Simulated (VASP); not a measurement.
# Zr6AlCo2 in VASP: single point with PBE

Aim: the single point of Zr6AlCo2 with PBE.

Everything below comes from runs of VASP 6.6.1. Logs are shortened: lines on timing, memory, paths and dates and some standing lists are left out, and cuts for length are marked.

### 1 The cell of the first run

The typed cell holds 9 atoms: a = 7.189 Å, b = 7.189 Å, c = 3.363 Å, α = 90.00°, β = 90.00°, γ = 120.00°.

### 2 Single point, PBE

INCAR

```
PREC     = Accurate       # precision mode
ENCUT    = 520            # plane-wave cutoff, eV
EDIFF    = 1E-7           # SCF threshold, eV
ISMEAR   = -1             # smearing method
SIGMA    = 0.1            # smearing width, eV
LREAL    = False          # projectors in reciprocal space
LASPH    = True           # aspherical terms in the spheres
NELM     = 80             # most SCF steps
ALGO     = Normal         # electronic algorithm
ISIF     = 2              # what is computed and relaxed
LWAVE    = False          # write WAVECAR
LCHARG   = False          # write CHGCAR
GGA      = PE             # functional
NBANDS   = 56             # bands
```

KPOINTS

```
Automatic mesh
0
Gamma
  6 6 10
```

POSCAR

```
Zr6AlCo2
1.0
    7.1886680000      0.0000000000      0.0000000000
   -3.5943340000      6.2255730000      0.0000000000
    0.0000000000      0.0000000000      3.3629040000
Co Zr Al
2 6 1
Direct
    0.3333000000      0.6667000000      0.5000000000
    0.6667000000      0.3333000000      0.5000000000
    0.5961000000      0.0000000000      0.0000000000
    0.4039000000      0.4039000000      0.0000000000
    0.0000000000      0.5961000000      0.0000000000
    0.2428000000      0.0000000000      0.5000000000
    0.7572000000      0.7572000000      0.5000000000
    0.0000000000      0.2428000000      0.5000000000
    0.0000000000      0.0000000000      0.0000000000
```

Potentials or basis: VASP PAW PBE potentials, release 64 (Co, Zr_sv, Al).

The run is started by

```sh
$ cat potpaw_PBE.64/Co/POTCAR potpaw_PBE.64/Zr_sv/POTCAR potpaw_PBE.64/Al/POTCAR > POTCAR
$ mpirun -np 1 vasp_std > vasp.out
```

OUTCAR:

```text
PREC = Accurate
   ENCUT = 520
   EDIFF = 1E-7
   ISMEAR = -1
   LREAL = False
   LASPH = True
   NELM = 80
   ISIF = 2
   GGA = PE

 ion  position               nearest neighbor table
   1  0.333  0.667  0.500-   5 2.76   5 2.76   3 2.76   3 2.76   4 2.76   4 2.76   6 2.78   8 2.78
                             7 2.78
   2  0.667  0.333  0.500-   3 2.76   3 2.76   5 2.76   5 2.76   4 2.76   4 2.76   8 2.78   6 2.78
                             7 2.78
   3  0.596  0.000  0.000-   2 2.76   2 2.76   1 2.76   1 2.76   9 2.90   8 3.04   7 3.04   7 3.04
                             8 3.04   6 3.05   6 3.05   4 3.79   5 3.79   4 3.79   5 3.79
   4  0.404  0.404  0.000-   2 2.76   2 2.76   1 2.76   1 2.76   9 2.90   8 3.04   8 3.04   6 3.04
                             6 3.04   7 3.05   7 3.05   5 3.79   5 3.79   3 3.79   3 3.79
   5  0.000  0.596  0.000-   1 2.76   1 2.76   2 2.76   2 2.76   9 2.90   7 3.04   7 3.04   6 3.04
                             6 3.04   8 3.05   8 3.05   4 3.79   4 3.79   3 3.79   3 3.79
   6  0.243  0.000  0.500-   9 2.42   9 2.42   1 2.78   2 2.78   7 3.02   8 3.02   4 3.04   4 3.04
                             5 3.04   5 3.04   3 3.05   3 3.05
   7  0.757  0.757  0.500-   9 2.42   9 2.42   1 2.78   2 2.78   6 3.02   8 3.02   5 3.04   5 3.04
                             3 3.04   3 3.04   4 3.05   4 3.05
   8  0.000  0.243  0.500-   9 2.42   9 2.42   2 2.78   1 2.78   6 3.02   7 3.02   4 3.04   4 3.04
                             3 3.04   3 3.04   5 3.05   5 3.05
   9  0.000  0.000  0.000-   6 2.42   6 2.42   8 2.42   7 2.42   7 2.42   8 2.42   3 2.90   4 2.90
                             5 2.90

  LATTYP: Found a hexagonal cell.
 ALAT       =     7.1886680000
 C/A-ratio  =     0.4678062751

  Lattice vectors:

 A1 = (   7.1886680000,   0.0000000000,   0.0000000000)
 A2 = (  -3.5943340000,   6.2255730000,   0.0000000000)
 A3 = (   0.0000000000,   0.0000000000,   3.3629040000)

Analysis of symmetry for initial positions (statically):
=====================================================================
 Subroutine PRICEL returns:
 Original cell was already a primitive cell.

 Routine SETGRP: Setting up the symmetry group for a
 hexagonal supercell.

 Subroutine GETGRP returns: Found  4 space group operations
 (whereof  4 operations were pure point group operations)
 out of a pool of 24 trial point group operations.

The static configuration has the point symmetry C_2v.

Analysis of symmetry for dynamics (positions and initial velocities):
=====================================================================
 Subroutine PRICEL returns:
 Original cell was already a primitive cell.

 Routine SETGRP: Setting up the symmetry group for a
 hexagonal supercell.

[... 124 lines left out ...]
   ISIF   =      2    stress and relaxation
   ISYM   =      2    0-nonsym 1-usesym 2-fastsym
   POTIM  = 0.5000    time-step for ionic-motion
   TEBEG  =    0.0;   TEEND  =   0.0 temperature during run
   PSTRESS=    0.0 pullay stress
   NELECT =      93.0000    total number of electrons
   NUPDOWN=      -1.0000    fix difference up-down
   EMIN   =  10.00;   EMAX   =-10.00  energy-range for DOS
   EFERMI =   0.00;   METHOD = LEGACY
   ISMEAR =    -1;   SIGMA  =   0.10  broadening in eV -4-tet -1-fermi 0-gaus
   EFERMI_NEDOS =   21; number of points for ismear=-14 and -15
   IALGO  =     38    algorithm
   IMIX   =      4    mixing-type and parameters
     AMIX     =   0.40;   BMIX     =  1.00
     AMIX_MAG =   1.60;   BMIX_MAG =  1.00
  volume/ion in A,a.u.               =      16.72       112.85
  Fermi-wavevector in a.u.,A,eV,Ry     =   1.394403  2.635040 26.454632  1.944361
  Thomas-Fermi vector in A             =   2.517956
   LORBIT       =      0    0 simple, 1 ext, 2 COOP (PROOUT), +10 PAW based schemes
   GGA     = PE    functional components
   LHFCALC =     F    Hartree Fock is set to
   AEXX    =    0.0000 exact exchange contribution
   IVDW    =     0    specifies the selected vdW correction
   LEPSILON=     F    determine dielectric tensor
   LRPA    =     F    only Hartree local field effects (RPA)
 non-spin polarized calculation
  energy-cutoff  :      520.00
  volume of cell :      150.50
 maximum number of plane-waves:      4116
 NGX is ok and might be reduce to    54
   NGX = 27   NGY = 27   NGZ = 13

 number of electron      93.0000017 magnetization

 Free energy of the ion-electron system (eV)
  ---------------------------------------------------
  ext. energy  EPLUGINS =         0.00000000
  ---------------------------------------------------
  free energy    TOTEN  =       -66.53267038 eV

  energy without entropy =      -66.17889933  energy(sigma->0) =      -66.35578485

 E-fermi :  10.6674     XC(G=0): -12.0687

 val. band max:       10.6632614600   @ k =   0.3333   0.0000   0.4000
 cond. band min:      10.6777776856   @ k =   0.3333   0.3333   0.5000
 fundamental gap:      0.0145162256
 Fermi energy:        10.6674229391

 k-point     1 :       0.0000    0.0000    0.0000
  band No.  band energies     occupation
      1     -37.7099      2.00000
      2     -37.6707      2.00000
      3     -37.6703      2.00000
      4     -37.1120      2.00000
      5     -37.0630      2.00000
      6     -37.0629      2.00000
[... 1405 lines left out ...]
     55      12.7523      0.00000
     56      12.9232      0.00000

 [... further k-points ...]
[... 5 lines left out ...]
  --------------------------------------------------------------------------------------
  -------------------------------------------------------------------------------------
  Total       21.3075008     21.3071883     29.6301203     -0.0002937      0.0000000      0.0000000
  in kB      226.8301966    226.8268695    315.4291103     -0.0031269      0.0000000      0.0000000
  external PRESSURE =     256.3620588 kB  Pullay stress =       0.0000000 kB

 VOLUME and BASIS-vectors are now :
 -----------------------------------------------------------------------------
  energy-cutoff  :      520.00
  volume of cell :      150.50
      direct lattice vectors                 reciprocal lattice vectors
     7.188668000  0.000000000  0.000000000     0.139107829  0.080313892  0.000000000
    -3.594334000  6.225573000  0.000000000     0.000000000  0.160627785  0.000000000
     0.000000000  0.000000000  3.362904000     0.000000000  0.000000000  0.297362042

 POSITION                                       TOTAL-FORCE (eV/Angst)
 -----------------------------------------------------------------------------------
     -0.00036      4.15059      1.68145         0.001558     -0.000983      0.000000
      3.59469      2.07498      1.68145        -0.001630      0.000857      0.000000
      4.28516      0.00000      0.00000        -1.160911     -0.000164      0.000000
      1.45175      2.51451      0.00000         0.580606      1.005639      0.000000
     -2.14258      3.71106      0.00000         0.580314     -1.005461      0.000000
      1.74541      0.00000      1.68145         4.354718      0.000550      0.000000
      2.72163      4.71400      1.68145        -2.177713     -3.771912      0.000000
     -0.87270      1.51157      1.68145        -2.176883      3.771574      0.000000
      0.00000      0.00000      0.00000        -0.000058     -0.000101      0.000000
 -----------------------------------------------------------------------------------
    total drift:                                0.000003     -0.000016     -0.000000

  FREE ENERGIE OF THE ION-ELECTRON SYSTEM (eV)
  ---------------------------------------------------
  free  energy   TOTEN  =       -66.5326703784 eV

  energy  without entropy=      -66.1788993315  energy(sigma->0) =      -66.35578485
```

OSZICAR:

```text
N       E                     dE             d eps       ncg     rms          rms(c)
DAV:   1     0.124689390329E+04    0.12469E+04   -0.43818E+04  8736   0.176E+03
DAV:   2     0.695009702029E+02   -0.11774E+04   -0.11457E+04  9776   0.532E+02
DAV:   3    -0.592492273947E+02   -0.12875E+03   -0.12030E+03 13352   0.163E+02
[... 14 lines left out ...]
DAV:  18    -0.665326708871E+02    0.57190E-05   -0.38660E-05 12920   0.356E-02    0.180E-02
DAV:  19    -0.665326716170E+02   -0.72987E-06   -0.53637E-06 11448   0.125E-02    0.137E-02
DAV:  20    -0.665326710452E+02    0.57184E-06   -0.48594E-07  9056   0.446E-03    0.112E-02
DAV:  21    -0.665326704403E+02    0.60484E-06   -0.82187E-07  9600   0.707E-03    0.314E-03
DAV:  22    -0.665326703784E+02    0.61911E-07   -0.90534E-08  6384   0.213E-03
   1 F= -.66532670E+02 E0= -.66355785E+02  d E =-.353771E+00
```

stdout:

```text
POSCAR found type information on POSCAR CoZrAl
 POSCAR found :  3 types and       9 ions
 scaLAPACK will be used
 LDA part: xc-table for (Slater+PW92), standard interpolation
 POSCAR, INCAR and KPOINTS ok, starting setup
 FFT: planning ... GRIDC
 FFT: planning ... GRID_SOFT
 FFT: planning ... GRID
 WAVECAR not read
 entering main loop
```

Run time: 22 min. Hardware: 1 thread of Oxide Virtual Turin-like, shared host; peak memory 0.61 GiB.

What came out:

- Free energy: -66.5327 eV
- Pressure: 25.6 GPa
- Largest force: 4.355 eV/Å
- Band gap on the k mesh: zero (an odd number of electrons rules out a gap without spin polarisation)

Forces in eV/Å, atoms in the order of the input:
```
Co   0.002 -0.001  0.000
Co  -0.002  0.001  0.000
Zr  -1.161  0.000  0.000
Zr   0.581  1.006  0.000
Zr   0.580 -1.005  0.000
Zr   4.355  0.001  0.000
Zr  -2.178 -3.772  0.000
Zr  -2.177  3.772  0.000
Al   0.000  0.000  0.000
```

Levels at points of the mesh, in eV from the Fermi level:
| k point | band 45 | band 46 | band 47 | band 48 | band 49 | band 50 |
| --- | --- | --- | --- | --- | --- | --- |
| (0.00, 0.00, 0.00) | -0.97 | 0.48 | 0.53 | 0.56 | 0.56 | 0.67 |
| (0.50, 0.00, 0.00) | -0.12 | 0.07 | 0.17 | 0.53 | 0.54 | 0.55 |
| (0.50, 0.50, 0.00) | -0.12 | 0.07 | 0.17 | 0.53 | 0.54 | 0.55 |
| (0.00, 0.00, 0.50) | -0.23 | -0.23 | -0.04 | 0.51 | 0.51 | 0.56 |
| (0.50, 0.00, 0.50) | -0.30 | -0.21 | -0.12 | 0.28 | 0.45 | 0.60 |
| (0.50, 0.50, 0.50) | -0.30 | -0.21 | -0.12 | 0.28 | 0.45 | 0.60 |

Caveat: the stress differs along the axes, from 23 to 32 GPa; the run has no spin polarisation, though such a crystal can be magnetic; forces of over 1 eV/Å act on the atoms, so gaps and moduli don't describe the material at rest. Spin polarisation is off, so any magnetic state and its effect on volume and gap are missing.
